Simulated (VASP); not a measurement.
# CaS (Fm-3m) in VASP: further runs

CaS is run at these levels: PBEsol; tasks: vibrations by perturbation theory.

Everything below comes from runs of VASP 6.6.1. Logs are shortened: lines on timing, memory, paths and dates and some standing lists are left out, and cuts for length are marked.

**1. The cell of the first run**

It takes space group Fm-3m (No. 225, cubic). Conventional cell: a = 5.321 Å, b = 5.321 Å, c = 5.321 Å, α = 90.00°, β = 90.00°, γ = 90.00°. Ca (site symmetry m-3m) has 6 S at 2.66 Å within 3.5 Å. Within 3.5 Å of S (site symmetry m-3m) lie 6 Ca at 2.66 Å.

**2. Vibrations by perturbation theory, PBEsol**

INCAR reads:

```
SYSTEM = CaS
  PREC = Accurate
  ENCUT = 500
  EDIFF = 1E-8
  ISMEAR = 0
  SIGMA = 0.01
  LREAL = .FALSE.
  LASPH = .TRUE.
  NELM = 120
  ALGO = Normal
  ISIF = 2
  LWAVE = .FALSE.
  LCHARG = .FALSE.
  GGA = PS
  NBANDS = 15
  IBRION = 8
  NSW = 1
  GGA_COMPAT = .FALSE.
```

KPOINTS reads:

```
Automatic mesh
0
G
  8 8 8
  0 0 0
```

POSCAR reads:

```
CaS
1.0
    2.6605877208      2.6605877208      0.0000000000
   -2.6605877208      2.6605877208      0.0000000000
    0.0000000000      2.6605877208      2.6605877208
Ca S
1 1
Direct
    0.0000000000      0.0000000000      0.0000000000
    0.5000000000      0.5000000000      0.0000000000
```

Potentials or basis: VASP PAW PBE potentials, release 64 (Ca_sv, S).

Launch:

```bash
cat potpaw_PBE.64/Ca_sv/POTCAR potpaw_PBE.64/S/POTCAR > POTCAR
mpirun -np 1 vasp_std > vasp.out
```

OUTCAR:

```text
SYSTEM = CaS
   PREC = Accurate
   ENCUT = 500
   EDIFF = 1E-8
   ISMEAR = 0
   LREAL = .FALSE.
   LASPH = .TRUE.
   NELM = 120
   ISIF = 2
   GGA = PS
   IBRION = 8
   NSW = 1

 ion  position               nearest neighbor table
   1  0.000  0.000  0.000-   2 2.66   2 2.66   2 2.66   2 2.66   2 2.66   2 2.66
   2  0.500  0.500  0.000-   1 2.66   1 2.66   1 2.66   1 2.66   1 2.66   1 2.66

  LATTYP: Found a face centered cubic cell.
 ALAT       =     5.3211754416

  Lattice vectors:

 A1 = (   0.0000000000,   2.6605877208,   2.6605877208)
 A2 = (   2.6605877208,   0.0000000000,   2.6605877208)
 A3 = (   2.6605877208,   2.6605877208,   0.0000000000)

Analysis of symmetry for initial positions (statically):
=====================================================================
 Subroutine PRICEL returns:
 Original cell was already a primitive cell.

 Routine SETGRP: Setting up the symmetry group for a
 face centered cubic supercell.

 Subroutine GETGRP returns: Found 48 space group operations
 (whereof 48 operations were pure point group operations)
 out of a pool of 48 trial point group operations.

The static configuration has the point symmetry O_h .

Analysis of symmetry for dynamics (positions and initial velocities):
=====================================================================
 Subroutine PRICEL returns:
 Original cell was already a primitive cell.

 Routine SETGRP: Setting up the symmetry group for a
 face centered cubic supercell.

 Subroutine GETGRP returns: Found 48 space group operations
 (whereof 48 operations were pure point group operations)
 out of a pool of 48 trial point group operations.

The dynamic configuration has the point symmetry O_h .

 Subroutine INISYM returns: Found 48 space group operations
 (whereof 48 operations are pure point group operations),
 and found     1 'primitive' translations

----------------------------------------------------------------------------------------

                                     Primitive cell

  volume of cell :      37.6671

  direct lattice vectors                    reciprocal lattice vectors
     2.660587721  2.660587721  0.000000000     0.187928402  0.187928402 -0.187928402
    -2.660587721  2.660587721  0.000000000    -0.187928402  0.187928402 -0.187928402
     0.000000000  2.660587721  2.660587721     0.000000000  0.000000000  0.375856805

  length of vectors
     3.762639239  3.762639239  3.762639239     0.325501541  0.325501541  0.375856805

  position of ions in fractional coordinates (direct lattice)
     0.000000000  0.000000000  0.000000000
     0.500000000  0.500000000  0.000000000

  ion indices of the primitive-cell ions
   primitive index   ion index
                 1           1
                 2           2

----------------------------------------------------------------------------------------

 KPOINTS: Automatic mesh

Automatic generation of k-mesh.
 Grid dimensions read from file:
 generate k-points for:    8    8    8

 Generating k-lattice:

  Cartesian coordinates                     Fractional coordinates (reciprocal lattice)
     0.023491050  0.023491050 -0.023491050     0.125000000  0.000000000  0.000000000
    -0.023491050  0.023491050 -0.023491050     0.000000000  0.125000000  0.000000000
     0.000000000  0.000000000  0.046982101     0.000000000  0.000000000  0.125000000

  Length of vectors
     0.040687693  0.040687693  0.046982101

  Shift w.r.t. Gamma in fractional coordinates (k-lattice)
     0.000000000  0.000000000  0.000000000
[... 84 lines left out ...]
  energy-cutoff  :      500.00
  volume of cell :       37.67
 maximum number of plane-waves:       982
   NGX = 13   NGY = 13   NGZ = 13

--------------------------------------- Ionic step        1  -------------------------------------------

 number of electron      16.0000004 magnetization

 Free energy of the ion-electron system (eV)
  ---------------------------------------------------
  ext. energy  EPLUGINS =         0.00000000
  ---------------------------------------------------
  free energy    TOTEN  =       -10.61693369 eV

  energy without entropy =      -10.61693369  energy(sigma->0) =      -10.61693369

 E-fermi :   4.3671     XC(G=0): -10.4247

 val. band max:        4.2851198249   @ k =   0.0000   0.0000   0.0000
 cond. band min:       5.8812062196   @ k =   0.5000   0.5000   0.0000
 fundamental gap:      1.5960863947
 Fermi energy:         4.3670639185

 k-point     1 :       0.0000    0.0000    0.0000
  band No.  band energies     occupation
      1     -34.1017      2.00000
      2     -15.1862      2.00000
      3     -15.1862      2.00000
      4     -15.1862      2.00000
      5      -7.8155      2.00000
      6       4.2851      2.00000
      7       4.2851      2.00000
      8       4.2851      2.00000
      9       8.1844      0.00000
     10       8.1844      0.00000
     11       8.1844      0.00000
     12       9.0134      0.00000
     13       9.0134      0.00000
     14       9.6613      0.00000
[... 401 lines left out ...]
      2     -15.5340      2.00000
      3     -15.3043      2.00000
      4     -15.2467      2.00000
      5      -6.5486      2.00000
      6       0.9361      2.00000
      7       2.3080      2.00000
      8       2.6631      2.00000
      9       9.3791      0.00000
     10       9.7767      0.00000
     11      11.3504      0.00000
     12      11.9133      0.00000
     13      12.1635      0.00000
     14      13.1421      0.00000
     15      15.0688      0.00000

 [... further k-points ...]

------------------------ aborting loop because EDIFF is reached ----------------------------------------

  FORCE on cell =-STRESS in cart. coord.  units (eV):
  Direction    XX          YY          ZZ          XY          YZ          ZX
  --------------------------------------------------------------------------------------
  -------------------------------------------------------------------------------------
  Total        3.6102174      3.6102174      3.6102174      0.0000000      0.0000000      0.0000000
  in kB      153.5610915    153.5610915    153.5610915      0.0000000      0.0000000      0.0000000
  external PRESSURE =     153.5610915 kB  Pullay stress =       0.0000000 kB

 VOLUME and BASIS-vectors are now :
 -----------------------------------------------------------------------------
  energy-cutoff  :      500.00
  volume of cell :       37.67
      direct lattice vectors                 reciprocal lattice vectors
     2.660587721  2.660587721  0.000000000     0.187928402  0.187928402 -0.187928402
    -2.660587721  2.660587721  0.000000000    -0.187928402  0.187928402 -0.187928402
     0.000000000  2.660587721  2.660587721     0.000000000  0.000000000  0.375856805

 POSITION                                       TOTAL-FORCE (eV/Angst)
 -----------------------------------------------------------------------------------
      0.00000      0.00000      0.00000         0.000000      0.000000      0.000000
      0.00000      2.66059      0.00000        -0.000000     -0.000000      0.000000
 -----------------------------------------------------------------------------------
    total drift:                               -0.000000      0.000000     -0.000000

  FREE ENERGIE OF THE ION-ELECTRON SYSTEM (eV)
  ---------------------------------------------------
  free  energy   TOTEN  =       -10.6169336874 eV

  energy  without entropy=      -10.6169336874  energy(sigma->0) =      -10.61693369

[... ionic steps 2 to 3 ...]

--------------------------------------- Ionic step        4  -------------------------------------------

------------------------ aborting loop because EDIFF is reached ----------------------------------------

[... ionic steps 5 to 6 ...]

--------------------------------------- Ionic step        7  -------------------------------------------

 Free energy of the ion-electron system (eV)
  ---------------------------------------------------
  ---------------------------------------------------
  free energy    TOTEN  =        -0.10839167 eV

  energy without entropy =       -0.10839167

------------------------ aborting loop because EDIFF is reached ----------------------------------------

 INTERNAL STRAIN TENSOR  FOR ION    2  DIRECTION 1   (eV/Angst):
 -----------------------------------------------------------------------------
     0.01164  0.00000  0.00000
     0.00000  0.00007 -0.00000
     0.00000 -0.00000  0.00007

 INTERNAL STRAIN TENSOR FOR ION    2 for displacements in x,y,z  (eV/Angst):
          X           Y           Z          XY          YZ          ZX
  --------------------------------------------------------------------------------
  x     0.00000     0.00000     0.00000     0.00000     0.00000     0.00000
  y     0.00000     0.00000     0.00000     0.00000     0.00000     0.00000
  z     0.00000     0.00000     0.00000     0.00000     0.00000     0.00000

 SECOND DERIVATIVES (NOT SYMMETRIZED)
 ------------------------------------
               1X          1Y          1Z          2X          2Y          2Z
  1X    -6.658767    0.000000    0.000000    6.658767    0.000000    0.000000
  1Y     0.000000   -6.658767    0.000000    0.000000    6.658767    0.000000
  1Z     0.000000    0.000000   -6.658767    0.000000    0.000000    6.658767
  2X     6.660781    0.000000    0.000000   -6.660781    0.000000    0.000000
  2Y     0.000000    6.660781    0.000000    0.000000   -6.660781    0.000000
  2Z     0.000000    0.000000    6.660781    0.000000    0.000000   -6.660781

 Eigenvectors and eigenvalues of the dynamical matrix
 ----------------------------------------------------

   1 f  =    9.558920 THz    60.060463 2PiTHz  318.851235 cm-1    39.532497 meV
             X         Y         Z           dx          dy          dz
      0.000000  0.000000  0.000000     0.000000    0.666631    0.000000
      0.000000  2.660588  0.000000     0.000000   -0.745387    0.000000
[... 21 lines left out ...]
   6 f/i=    0.000718 THz     0.004513 2PiTHz    0.023959 cm-1     0.002971 meV
             X         Y         Z           dx          dy          dz
      0.000000  0.000000  0.000000     0.000000    0.000000    0.745387
      0.000000  2.660588  0.000000     0.000000    0.000000    0.666631

--------------------------------------------------------------------------------------------------------

 ELASTIC MODULI CONTR FROM IONIC RELAXATION (kBar)
 Direction    XX          YY          ZZ          XY          YZ          ZX
 --------------------------------------------------------------------------------
 XX           0.0000      0.0000      0.0000      0.0000      0.0000      0.0000
 YY           0.0000      0.0000      0.0000      0.0000      0.0000      0.0000
 ZZ           0.0000      0.0000      0.0000      0.0000      0.0000      0.0000
 XY           0.0000      0.0000      0.0000      0.0000      0.0000      0.0000
 YZ           0.0000      0.0000      0.0000      0.0000      0.0000      0.0000
 ZX           0.0000      0.0000      0.0000      0.0000      0.0000      0.0000
 --------------------------------------------------------------------------------
```

It took 4.7 min on 1 thread of Intel Xeon Platinum 8259CL at 2.50GHz (Skylake/Cascade Lake), shared host; peak memory 0.23 GiB.

Results:

```yaml
Highest_phonon_frequency_at_Γ_LO-TO_splitting_left_out: 319 cm⁻¹
```

Phonon frequencies in cm⁻¹ (negative: imaginary):
```csv
q point,frequencies
"(0.000, 0.000, 0.000)",0 0 0 319 319 319
```

Caveat: the cell stands under pressure or tension, which shifts response properties; the PAW data sets were made with another functional, which shifts forces and pressure a little.

**3. Vibrations by perturbation theory, PBEsol**

This run uses another cell than the first one, of 19.72 Å³/atom.

INCAR reads:

```
SYSTEM = CaS
ALGO = Normal ; EDIFF = 1E-8
ENCUT = 500 ; GGA = PS
GGA_COMPAT = .False. ; IBRION = 8
ISIF = 2 ; ISMEAR = 0
LASPH = .True. ; LCHARG = .False.
LREAL = .False. ; LWAVE = .False.
NELM = 120 ; NSW = 1
PREC = Accurate ; SIGMA = 0.01
```

KPOINTS reads:

```
k-points
0
Gamma
  8 8 8
  0 0 0
```

POSCAR reads:

```
CaS
1.0
    2.7014847186      2.7014847186      0.0000000000
   -2.7014847186      2.7014847186      0.0000000000
    0.0000000000      2.7014847186      2.7014847186
Ca S
1 1
Direct
    0.0000000000      0.0000000000      0.0000000000
    0.5000000000      0.5000000000      0.0000000000
```

Potentials or basis: VASP PAW PBE potentials, release 64 (Ca_sv, S).

Launch:

```bash
cat potpaw_PBE.64/Ca_sv/POTCAR potpaw_PBE.64/S/POTCAR > POTCAR
mpirun -np 1 vasp_std > vasp.out
```

OUTCAR:

```text
SYSTEM = CaS
   EDIFF = 1E-8
   ENCUT = 500
   GGA = PS
   IBRION = 8
   ISIF = 2
   ISMEAR = 0
   LASPH = .True.
   LREAL = .False.
   NELM = 120
   NSW = 1
   PREC = Accurate

 ion  position               nearest neighbor table
   1  0.000  0.000  0.000-   2 2.70   2 2.70   2 2.70   2 2.70   2 2.70   2 2.70
   2  0.500  0.500  0.000-   1 2.70   1 2.70   1 2.70   1 2.70   1 2.70   1 2.70

  LATTYP: Found a face centered cubic cell.
 ALAT       =     5.4029694372

  Lattice vectors:

 A1 = (   0.0000000000,   2.7014847186,   2.7014847186)
 A2 = (   2.7014847186,   0.0000000000,   2.7014847186)
 A3 = (   2.7014847186,   2.7014847186,   0.0000000000)

Analysis of symmetry for initial positions (statically):
=====================================================================
 Subroutine PRICEL returns:
 Original cell was already a primitive cell.

 Routine SETGRP: Setting up the symmetry group for a
 face centered cubic supercell.

 Subroutine GETGRP returns: Found 48 space group operations
 (whereof 48 operations were pure point group operations)
 out of a pool of 48 trial point group operations.

The static configuration has the point symmetry O_h .

Analysis of symmetry for dynamics (positions and initial velocities):
=====================================================================
 Subroutine PRICEL returns:
 Original cell was already a primitive cell.

 Routine SETGRP: Setting up the symmetry group for a
[... 547 lines left out ...]
      0.00000      2.70148      0.00000         0.000000      0.000000      0.000000
 -----------------------------------------------------------------------------------
    total drift:                               -0.000000      0.000000     -0.000000

  FREE ENERGIE OF THE ION-ELECTRON SYSTEM (eV)
  ---------------------------------------------------
  free  energy   TOTEN  =       -10.7581174126 eV

  energy  without entropy=      -10.7581174126  energy(sigma->0) =      -10.75811741

[... ionic steps 2 to 3 ...]

--------------------------------------- Ionic step        4  -------------------------------------------

------------------------ aborting loop because EDIFF is reached ----------------------------------------

[... ionic steps 5 to 6 ...]

--------------------------------------- Ionic step        7  -------------------------------------------

 Free energy of the ion-electron system (eV)
  ---------------------------------------------------
  ---------------------------------------------------
  free energy    TOTEN  =        -0.10852957 eV

  energy without entropy =       -0.10852957

------------------------ aborting loop because EDIFF is reached ----------------------------------------

 INTERNAL STRAIN TENSOR  FOR ION    2  DIRECTION 1   (eV/Angst):
 -----------------------------------------------------------------------------
     0.01075  0.00000  0.00000
    -0.00000 -0.00015  0.00000
    -0.00000  0.00000 -0.00015

 INTERNAL STRAIN TENSOR FOR ION    2 for displacements in x,y,z  (eV/Angst):
          X           Y           Z          XY          YZ          ZX
  --------------------------------------------------------------------------------
  x     0.00000     0.00000     0.00000     0.00000     0.00000     0.00000
  y     0.00000     0.00000     0.00000     0.00000     0.00000     0.00000
  z     0.00000     0.00000     0.00000     0.00000     0.00000     0.00000

 SECOND DERIVATIVES (NOT SYMMETRIZED)
 ------------------------------------
               1X          1Y          1Z          2X          2Y          2Z
  1X    -5.738905    0.000000    0.000000    5.738905    0.000000    0.000000
  1Y     0.000000   -5.738905    0.000000    0.000000    5.738905    0.000000
  1Z     0.000000    0.000000   -5.738905    0.000000    0.000000    5.738905
  2X     5.699645    0.000000   -0.000000   -5.699645   -0.000000    0.000000
  2Y    -0.000000    5.699645    0.000000    0.000000   -5.699645   -0.000000
  2Z     0.000000    0.000000    5.699645   -0.000000   -0.000000   -5.699645

 Eigenvectors and eigenvalues of the dynamical matrix
 ----------------------------------------------------

   1 f  =    8.856533 THz    55.647239 2PiTHz  295.422146 cm-1    36.627661 meV
             X         Y         Z           dx          dy          dz
      0.000000  0.000000  0.000000     0.658956    0.070010    0.083927
      0.000000  2.701485  0.000000    -0.734169   -0.078001   -0.093506
[... 21 lines left out ...]
   6 f/i=    0.015111 THz     0.094945 2PiTHz    0.504046 cm-1     0.062494 meV
             X         Y         Z           dx          dy          dz
      0.000000  0.000000  0.000000     0.309143   -0.672554    0.077032
      0.000000  2.701485  0.000000     0.277472   -0.603653    0.069140

--------------------------------------------------------------------------------------------------------

 ELASTIC MODULI CONTR FROM IONIC RELAXATION (kBar)
 Direction    XX          YY          ZZ          XY          YZ          ZX
 --------------------------------------------------------------------------------
 XX           0.0000      0.0000      0.0000      0.0000      0.0000      0.0000
 YY           0.0000      0.0000      0.0000      0.0000      0.0000      0.0000
 ZZ           0.0000      0.0000      0.0000      0.0000      0.0000      0.0000
 XY           0.0000      0.0000      0.0000      0.0000      0.0000      0.0000
 YZ           0.0000      0.0000      0.0000      0.0000      0.0000      0.0000
 ZX           0.0000      0.0000      0.0000      0.0000      0.0000      0.0000
 --------------------------------------------------------------------------------
```

stdout:

```text
POSCAR found type information on POSCAR CaS
 POSCAR found :  2 types and       2 ions
 scaLAPACK will be used
 -----------------------------------------------------------------------------
|                                                                             |
|                                                                             |
|     You enforced a specific xc type in the INCAR file but a different       |
|     I HOPE YOU KNOW WHAT YOU ARE DOING!                                     |
|                                                                             |
 -----------------------------------------------------------------------------

 LDA part: xc-table for (Slater+PW92), standard interpolation
 POSCAR, INCAR and KPOINTS ok, starting setup
 FFT: planning ... GRIDC
 FFT: planning ... GRID_SOFT
 FFT: planning ... GRID
 WAVECAR not read
 entering main loop
 Linear response reoptimize wavefunctions to high precision
 Linear response DOF=           2
 Linear response progress:
 first order change of Fermi-energy  -0.10768E-04
 force on displaced ion       1 direction 1 :  -5.739   0.000   0.000
 Linear response progress:
 first order change of Fermi-energy  -0.50379E-03
 force on displaced ion       2 direction 1 :  -5.700   0.000  -0.000
 Linear response finished
```

Run time: 3.7 min. Hardware: 1 thread of Intel Xeon Platinum 8259CL at 2.50GHz (Skylake/Cascade Lake), shared host; peak memory 0.22 GiB.

Results:

- Highest phonon frequency at Γ, LO-TO splitting left out: 295 cm⁻¹

Phonon frequencies in cm⁻¹ (negative: imaginary):
```tsv
q point	frequencies
(0.000, 0.000, 0.000)	-1 -1 -1 295 295 295
```

Caveat: the cell stands under pressure or tension, which shifts response properties; the PAW data sets were made with another functional, which shifts forces and pressure a little.

[end of part 1 of 2]
